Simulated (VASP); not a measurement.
A run of VASP 6.6.1:

POSCAR

```
S
1.0
    4.1713092919      0.0000000000      0.0000000000
   -2.0856546460      3.6124598138      0.0000000000
    0.0000000000      0.0000000000      2.2495938252
S
3
Direct
    0.0000000000      0.0000000000      0.0000000000
    0.3333333333      0.6666666667      0.5000000000
    0.6666666667      0.3333333333      0.5000000000
```

INCAR.step1

```
PREC = Accurate
ENCUT = 520
EDIFF = 1E-6
ISMEAR = -1
SIGMA = 0.1
LREAL = False
LASPH = True
NELM = 80
ALGO = Normal
ISIF = 2
LWAVE = False
LCHARG = True
GGA = PE
NBANDS = 16
```

Contents of KPOINTS.step1:

```
regular mesh
0
Gamma
  8 8 11
```

The input INCAR.step2:

```
PREC = Accurate
ENCUT = 520
EDIFF = 1E-6
ISMEAR = -5
SIGMA = 0.1
LREAL = False
LASPH = True
NELM = 80
ALGO = Normal
ISIF = 2
LWAVE = False
LCHARG = False
GGA = PE
LORBIT = 10
NEDOS = 1001
ICHARG = 11
```

File KPOINTS.step2:

```
regular mesh
0
Gamma
  12 12 17
```

Potentials or basis: VASP PAW PBE potentials, release 64 (S).

The run is started by

```bash
$ cat potpaw_PBE.64/S/POTCAR > POTCAR
$ cp INCAR.step1 INCAR
$ cp KPOINTS.step1 KPOINTS
$ mpirun -np 1 vasp_std > vasp.out
$ cp INCAR.step2 INCAR
$ cp KPOINTS.step2 KPOINTS
$ mpirun -np 1 vasp_std > vasp.out
```

Hardware: 1 thread of Intel Xeon 8259CL, on a shared host.

Task: How long does it take, and how much memory?

Result: Wall time 64 s on 1 thread of Intel Xeon 8259CL, with other jobs on the host, peak memory 0.18 GiB. Counts: k points 171.
